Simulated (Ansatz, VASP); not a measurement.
# Pt: VASP beside Ansatz

```
Pt
1.0
     2.53562    0.00000    0.00000
     0.00000    2.53562    0.00000
     0.00000    0.00000    2.53562
Pt
1
Direct
  0.00000 0.00000 0.00000
```

Alike in both runs: task relaxation of cell and atoms; functional PBE; k mesh 12 × 12 × 12; occupations fermi-dirac, width 0.1 eV; no spin polarisation.

```csv
,VASP,Ansatz
version,VASP 6.6.1,Ansatz 0.2.0
potentials or method,"VASP PAW PBE potentials, release 64 (Pt), cutoff 600 eV","plane waves (420 eV) with PAW, scalar-relativistic"
valence electrons in the cell,10,18
```

VASP gave:

```
relaxed volume (Å³/atom)                                     : 18.05
relaxed cell length with the largest relative difference (Å) : 2.623
```

Which values does Ansatz return?

Relaxed volume (Å³/atom): 18.10; relaxed cell length with the largest relative difference (Å): 2.626.

VASP's potentials hold 10 valence electrons a cell and Ansatz's 18, so a difference there can come from the potentials and not from the codes.

Spin-orbit coupling is off throughout.
